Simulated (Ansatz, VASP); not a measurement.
BAs in VASP and in Ansatz

```
CELL_PARAMETERS angstrom
0.00000 2.36878 2.36878
2.36878 0.00000 2.36878
2.36878 2.36878 0.00000
ATOMIC_POSITIONS crystal
B 0.75000 0.75000 0.75000
As 0.00000 0.00000 0.00000
```

Change from the starting cell: volume scaled by 0.95, crystal datasets.

Alike in both runs: task electric field gradients; functional LDA; k mesh 11 × 11 × 11; occupations fermi-dirac, width 0.01 eV; no spin polarisation.

|  | VASP | Ansatz |
| --- | --- | --- |
| version | VASP 6.6.1 | Ansatz 0.2.0 |
| potentials or method | VASP PAW LDA potentials, release 64 (B, As), cutoff 520 eV | all-electron PAW with datasets made for the crystal, scalar-relativistic |

```tsv
	VASP	Ansatz	Ansatz less VASP
gap on the k mesh at the Fermi level (eV)	1.13	1.14	+0.009
pressure (GPa)	0.4	-0.5	-0.94
```

LDA's correlation is that of Perdew and Zunger in VASP and of Perdew and Wang (1992) in Ansatz. Ansatz ran all-electron here, and VASP with PAW potentials.
